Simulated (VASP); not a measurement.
# Si (Fd-3m) in VASP: further runs

Runs on Si. Level: PBE. Tasks: single point.

Program: VASP 6.6.1. These are calculated values, not measurements. Logs are shortened: lines on timing, memory, paths and dates and some standing lists are left out, and cuts for length are marked.

**1. The cell of the first run**

The structure is cubic, space group Fd-3m (No. 227). The conventional cell has a = 5.470 Å, b = 5.470 Å, c = 5.470 Å, α = 90.00°, β = 90.00°, γ = 90.00°. Si (site symmetry -43m) has 4 Si at 2.37 Å within 3.1 Å.

**2. Single point, PBE**

INCAR reads:

```
PREC     = Accurate       # precision mode
ENCUT    = 500            # plane-wave cutoff, eV
EDIFF    = 1E-6           # SCF threshold, eV
ISMEAR   = 0              # smearing method
SIGMA    = 0.02           # smearing width, eV
LREAL    = False          # projectors in reciprocal space
LASPH    = True           # aspherical terms in the spheres
NELM     = 120            # most SCF steps
ALGO     = Normal         # electronic algorithm
ISIF     = 2              # what is computed and relaxed
LWAVE    = False          # write WAVECAR
LCHARG   = False          # write CHGCAR
GGA      = PE             # functional
NBANDS   = 11             # bands
GGA_COMPAT= False
```

KPOINTS reads:

```
Automatic mesh
0
Gamma
  8 8 8
```

POSCAR reads:

```
Si
1.0
    0.0000000000      2.7351077115      2.7351077115
    2.7351077115      0.0000000000      2.7351077115
    2.7351077115      2.7351077115      0.0000000000
Si
2
Direct
    0.7500000000      0.7500000000      0.7500000000
    0.5000000000      0.5000000000      0.5000000000
```

Potentials or basis: VASP PAW PBE potentials, release 64 (Si).

The run is started by

```bash
> cat potpaw_PBE.64/Si/POTCAR > POTCAR
> mpirun -np 1 vasp_std > vasp.out
```

OUTCAR:

```text
PREC = Accurate
   ENCUT = 500
   EDIFF = 1E-6
   ISMEAR = 0
   LREAL = False
   LASPH = True
   NELM = 120
   ISIF = 2
   GGA = PE

 ion  position               nearest neighbor table
   1  0.750  0.750  0.750-   2 2.37   2 2.37   2 2.37   2 2.37
   2  0.500  0.500  0.500-   1 2.37   1 2.37   1 2.37   1 2.37

  LATTYP: Found a face centered cubic cell.
 ALAT       =     5.4702154230

  Lattice vectors:

 A1 = (   0.0000000000,   2.7351077115,   2.7351077115)
 A2 = (   2.7351077115,   0.0000000000,   2.7351077115)
 A3 = (   2.7351077115,   2.7351077115,   0.0000000000)

Analysis of symmetry for initial positions (statically):
=====================================================================
 Subroutine PRICEL returns:
 Original cell was already a primitive cell.

 Routine SETGRP: Setting up the symmetry group for a
 face centered cubic supercell.

 Subroutine GETGRP returns: Found 48 space group operations
 (whereof 24 operations were pure point group operations)
 out of a pool of 48 trial point group operations.

The static configuration has the point symmetry T_d .
 The point group associated with its full space group is O_h .

Analysis of symmetry for dynamics (positions and initial velocities):
=====================================================================
 Subroutine PRICEL returns:
 Original cell was already a primitive cell.

 Routine SETGRP: Setting up the symmetry group for a
 face centered cubic supercell.

 Subroutine GETGRP returns: Found 48 space group operations
 (whereof 24 operations were pure point group operations)
 out of a pool of 48 trial point group operations.

The dynamic configuration has the point symmetry T_d .
 The point group associated with its full space group is O_h .

 Subroutine INISYM returns: Found 48 space group operations
 (whereof 24 operations are pure point group operations),
 and found     1 'primitive' translations

----------------------------------------------------------------------------------------

                                     Primitive cell

  volume of cell :      40.9217

  direct lattice vectors                    reciprocal lattice vectors
     0.000000000  2.735107711  2.735107711    -0.182808157  0.182808157  0.182808157
     2.735107711  0.000000000  2.735107711     0.182808157 -0.182808157  0.182808157
     2.735107711  2.735107711  0.000000000     0.182808157  0.182808157 -0.182808157

  length of vectors
     3.868026420  3.868026420  3.868026420     0.316633016  0.316633016  0.316633016

  position of ions in fractional coordinates (direct lattice)
     0.750000000  0.750000000  0.750000000
     0.500000000  0.500000000  0.500000000

  ion indices of the primitive-cell ions
   primitive index   ion index
                 1           1
                 2           2

----------------------------------------------------------------------------------------

 KPOINTS: Automatic mesh

Automatic generation of k-mesh.
 Grid dimensions read from file:
 generate k-points for:    8    8    8

 Generating k-lattice:

  Cartesian coordinates                     Fractional coordinates (reciprocal lattice)
    -0.022851020  0.022851020  0.022851020     0.125000000  0.000000000  0.000000000
     0.022851020 -0.022851020  0.022851020     0.000000000  0.125000000  0.000000000
     0.022851020  0.022851020 -0.022851020     0.000000000  0.000000000  0.125000000

  Length of vectors
     0.039579127  0.039579127  0.039579127

  Shift w.r.t. Gamma in fractional coordinates (k-lattice)
     0.000000000  0.000000000  0.000000000

 Subroutine IBZKPT returns following result:
 ===========================================

 Found     29 irreducible k-points:

 Following reciprocal coordinates:
            Coordinates               Weight
  0.000000  0.000000  0.000000      1.000000
  0.125000  0.000000  0.000000      8.000000
  0.250000  0.000000  0.000000      8.000000
  0.375000  0.000000  0.000000      8.000000
  0.500000  0.000000  0.000000      4.000000
  0.125000  0.125000  0.000000      6.000000
[... 16 lines left out ...]
  0.500000  0.250000  0.125000     48.000000
 -0.375000  0.250000  0.125000     24.000000
 [... further k-points ...]
   k-points           NKPTS =     29   k-points in BZ     NKDIM =     29   number of bands    NBANDS=     11
   number of dos      NEDOS =    301   number of ions     NIONS =      2
   total plane-waves  NPLWV =  21952
   dimension x,y,z NGX =    28 NGY =   28 NGZ =   28
   dimension x,y,z NGXF=    56 NGYF=   56 NGZF=   56
   ions per type =               2
   NGX,Y,Z   is equivalent  to a cutoff of  12.03, 12.03, 12.03 a.u.
   NGXF,Y,Z  is equivalent  to a cutoff of  24.07, 24.07, 24.07 a.u.
 SYSTEM =  unknown system
   PREC   = accura    normal or accurate (medium, high low for compatibility)
   ISTART =      0    job   : 0-new  1-cont  2-samecut
   ICHARG =      2    charge: 1-file 2-atom 10-const
   ISPIN  =      1    spin polarized calculation?
   LNONCOLLINEAR =      F non collinear calculations
   LSORBIT =      F    spin-orbit coupling
   LASPH  =      T    aspherical Exc in radial PAW
   ENCUT  =  500.0 eV  36.75 Ry    6.06 a.u.   7.05  7.05  7.05*2*pi/ulx,y,z
   NELM   =    120;   NELMIN=  2; NELMDL= -5     # of ELM steps
   EDIFF  = 0.1E-05   stopping-criterion for ELM
   LREAL  =      F    real-space projection
   EDIFFG = 0.1E-04   stopping-criterion for IOM
   NSW    =      0    number of steps for IOM
   IBRION =     -1    ionic relax: 0-MD 1-quasi-New 2-CG
   NFREE  =      0    steps in history (QN), initial steepest desc. (CG)
   ISIF   =      2    stress and relaxation
   ISYM   =      2    0-nonsym 1-usesym 2-fastsym
   POTIM  = 0.5000    time-step for ionic-motion
   TEBEG  =    0.0;   TEEND  =   0.0 temperature during run
   PSTRESS=    0.0 pullay stress
   NELECT =       8.0000    total number of electrons
   NUPDOWN=      -1.0000    fix difference up-down
   EMIN   =  10.00;   EMAX   =-10.00  energy-range for DOS
   EFERMI =   0.00;   METHOD = LEGACY
   ISMEAR =     0;   SIGMA  =   0.02  broadening in eV -4-tet -1-fermi 0-gaus
   EFERMI_NEDOS =   21; number of points for ismear=-14 and -15
   IALGO  =     38    algorithm
   IMIX   =      4    mixing-type and parameters
     AMIX     =   0.40;   BMIX     =  1.00
     AMIX_MAG =   1.60;   BMIX_MAG =  1.00
  volume/ion in A,a.u.               =      20.46       138.08
  Fermi-wavevector in a.u.,A,eV,Ry     =   0.950139  1.795502 12.282847  0.902764
  Thomas-Fermi vector in A             =   2.078488
   LORBIT       =      0    0 simple, 1 ext, 2 COOP (PROOUT), +10 PAW based schemes
   GGA     = PE    functional components
   LHFCALC =     F    Hartree Fock is set to
   AEXX    =    0.0000 exact exchange contribution
   IVDW    =     0    specifies the selected vdW correction
   LEPSILON=     F    determine dielectric tensor
   LRPA    =     F    only Hartree local field effects (RPA)
 non-spin polarized calculation
 Gauss-broadening in eV      SIGMA  =   0.02
  energy-cutoff  :      500.00
  volume of cell :       40.92
 maximum number of plane-waves:      1056
   NGX = 15   NGY = 15   NGZ = 15

 number of electron       8.0000000 magnetization

 Free energy of the ion-electron system (eV)
  ---------------------------------------------------
  ext. energy  EPLUGINS =         0.00000000
  ---------------------------------------------------
  free energy    TOTEN  =       -10.84606160 eV

  energy without entropy =      -10.84606160  energy(sigma->0) =      -10.84606160

 E-fermi :   5.7089     XC(G=0):  -9.3234

 val. band max:        5.6092374262   @ k =   0.0000   0.0000   0.0000
 cond. band min:       6.2605133490   @ k =   0.3750   0.3750   0.0000
 fundamental gap:      0.6512759228
 Fermi energy:         5.7089328007

 k-point     1 :       0.0000    0.0000    0.0000
  band No.  band energies     occupation
      1      -6.2002      2.00000
      2       5.6092      2.00000
      3       5.6092      2.00000
      4       5.6092      2.00000
      5       8.1653      0.00000
      6       8.1653      0.00000
      7       8.1653      0.00000
      8       8.7339      0.00000
      9      13.3174      0.00000
     10      13.3174      0.00000
     11      13.4831      0.00000

 k-point     2 :       0.1250    0.0000    0.0000
  band No.  band energies     occupation
      1      -5.9998      2.00000
      2       4.0186      2.00000
      3       5.3270      2.00000
      4       5.3270      2.00000
      5       8.0496      0.00000
      6       8.5805      0.00000
      7       8.5805      0.00000
      8      10.1350      0.00000
      9      12.8448      0.00000
     10      12.8448      0.00000
     11      14.2585      0.00000

 k-point     3 :       0.2500    0.0000    0.0000
  band No.  band energies     occupation
      1      -5.4158      2.00000
      2       1.7243      2.00000
      3       4.8647      2.00000
      4       4.8647      2.00000
      5       7.5656      0.00000
      6       9.0983      0.00000
      7       9.0983      0.00000
      8      12.3537      0.00000
      9      12.7956      0.00000
     10      12.7956      0.00000
     11      14.5360      0.00000

 k-point     4 :       0.3750    0.0000    0.0000
  band No.  band energies     occupation
      1      -4.5420      2.00000
      2      -0.2587      2.00000
      3       4.5421      2.00000
      4       4.5421      2.00000
      5       7.2010      0.00000
      6       9.0619      0.00000
      7       9.0619      0.00000
      8      13.4445      0.00000
      9      14.1464      0.00000
     10      14.1464      0.00000
     11      15.1145      0.00000

 k-point     5 :       0.5000    0.0000    0.0000
  band No.  band energies     occupation
      1      -3.9234      2.00000
      2      -1.2559      2.00000
      3       4.4315      2.00000
      4       4.4315      2.00000
      5       7.0728      0.00000
      6       8.9586      0.00000
      7       8.9586      0.00000
      8      13.3097      0.00000
      9      16.1019      0.00000
     10      16.1019      0.00000
     11      16.7844      0.00000
[... 211 lines left out ...]
 k-point    21 :       0.5000    0.5000    0.0000
  band No.  band energies     occupation
      1      -2.1345      2.00000
      2      -2.1345      2.00000
      3       2.8171      2.00000
      4       2.8171      2.00000
      5       6.3619      0.00000
      6       6.3619      0.00000
      7      15.5387      0.00000
      8      15.5387      0.00000
      9      16.5136      0.00000
     10      16.5136      0.00000
     11      18.0487      0.00000

 k-point    22 :       0.3750    0.2500    0.1250
  band No.  band energies     occupation
      1      -4.8962      2.00000
      2       1.3417      2.00000
      3       2.9592      2.00000
      4       4.2100      2.00000
      5       8.0520      0.00000
      6       9.4333      0.00000
      7       9.8123      0.00000
      8      11.0477      0.00000
      9      13.3192      0.00000
     10      15.7092      0.00000
     11      16.5691      0.00000

 k-point    23 :       0.5000    0.2500    0.1250
  band No.  band energies     occupation
      1      -4.0274      2.00000
      2      -0.1767      2.00000
      3       2.3554      2.00000
      4       3.7231      2.00000
      5       8.4728      0.00000
      6       9.1379      0.00000
      7      10.5853      0.00000
      8      11.4854      0.00000
      9      14.5367      0.00000
     10      15.2321      0.00000
     11      17.5080      0.00000

 k-point    24 :      -0.3750    0.2500    0.1250
  band No.  band energies     occupation
      1      -3.3939      2.00000
      2      -1.0953      2.00000
      3       2.2239      2.00000
      4       3.5003      2.00000
      5       8.6312      0.00000
      6       8.7558      0.00000
      7      11.4536      0.00000
      8      12.6735      0.00000
      9      12.9131      0.00000
     10      16.1143      0.00000
     11      17.1572      0.00000

 [... further k-points ...]

------------------------ aborting loop because EDIFF is reached ----------------------------------------

  FORCE on cell =-STRESS in cart. coord.  units (eV):
  Direction    XX          YY          ZZ          XY          YZ          ZX
  --------------------------------------------------------------------------------------
  -------------------------------------------------------------------------------------
  Total       -0.0181042     -0.0181042     -0.0181042     -0.0000000      0.0000000      0.0000000
  in kB       -0.7088213     -0.7088213     -0.7088213     -0.0000000      0.0000000      0.0000000
  external PRESSURE =      -0.7088213 kB  Pullay stress =       0.0000000 kB

 VOLUME and BASIS-vectors are now :
 -----------------------------------------------------------------------------
  energy-cutoff  :      500.00
  volume of cell :       40.92
      direct lattice vectors                 reciprocal lattice vectors
     0.000000000  2.735107711  2.735107711    -0.182808157  0.182808157  0.182808157
     2.735107711  0.000000000  2.735107711     0.182808157 -0.182808157  0.182808157
     2.735107711  2.735107711  0.000000000     0.182808157  0.182808157 -0.182808157

 POSITION                                       TOTAL-FORCE (eV/Angst)
 -----------------------------------------------------------------------------------
      4.10266      4.10266      4.10266         0.000000      0.000000      0.000000
      2.73511      2.73511      2.73511        -0.000000     -0.000000      0.000000
 -----------------------------------------------------------------------------------
    total drift:                                0.000000      0.000000     -0.000000

  FREE ENERGIE OF THE ION-ELECTRON SYSTEM (eV)
  ---------------------------------------------------
  free  energy   TOTEN  =       -10.8460616046 eV

  energy  without entropy=      -10.8460616046  energy(sigma->0) =      -10.84606160
```

Run time: 14 s. Hardware: 1 thread of Intel Xeon Platinum 8375C at 2.90GHz (Ice Lake), shared host; peak memory 0.14 GiB.

What came out:

- Free energy: -10.8461 eV
- Pressure: -0.1 GPa
- Band gap on the k mesh: 0.65 eV, indirect (least direct gap 2.56 eV)

**3. Single point, PBE**

INCAR reads:

```
SYSTEM = Si
PREC     = Accurate       ! precision mode
ENCUT    = 500            ! plane-wave cutoff, eV
EDIFF    = 1E-6           ! SCF threshold, eV
ISMEAR   = 0              ! smearing method
SIGMA    = 0.02           ! smearing width, eV
LREAL    = .FALSE.        ! projectors in reciprocal space
LASPH    = .TRUE.         ! aspherical terms in the spheres
NELM     = 120            ! most SCF steps
ALGO     = Normal         ! electronic algorithm
ISIF     = 2              ! what is computed and relaxed
LWAVE    = .FALSE.        ! write WAVECAR
LCHARG   = .FALSE.        ! write CHGCAR
GGA      = PE             ! functional
NBANDS   = 11             ! bands
GGA_COMPAT= .FALSE.
```

KPOINTS reads:

```
Automatic mesh
0
G
  8 8 8
  0 0 0
```

POSCAR is that of step 2.

Potentials or basis: VASP PAW PBE potentials, release 64 (Si).

The run is started by

```bash
> cat potpaw_PBE.64/Si/POTCAR > POTCAR
> mpirun -np 1 vasp_std > vasp.out
```

It took 16 s on 1 thread of Intel Xeon Platinum 8375C at 2.90GHz (Ice Lake), shared host; peak memory 0.14 GiB.

Results (log left out):

```
Free energy            : -10.8461 eV
Pressure               : -0.1 GPa
Band gap on the k mesh : 0.65 eV, indirect (least direct gap 2.56 eV)
```

Levels at points of the mesh, in eV from the valence-band top:
```
           k point  band 1  band 2  band 3  band 4  band 5  band 6  band 7  band 8
(0.00, 0.00, 0.00)  -11.81    0.00    0.00    0.00    2.56    2.56    2.56    3.12
(0.50, 0.00, 0.00)   -9.53   -6.87   -1.18   -1.18    1.46    3.35    3.35    7.70
(0.50, 0.50, 0.00)   -7.74   -7.74   -2.79   -2.79    0.75    0.75    9.93    9.93
```
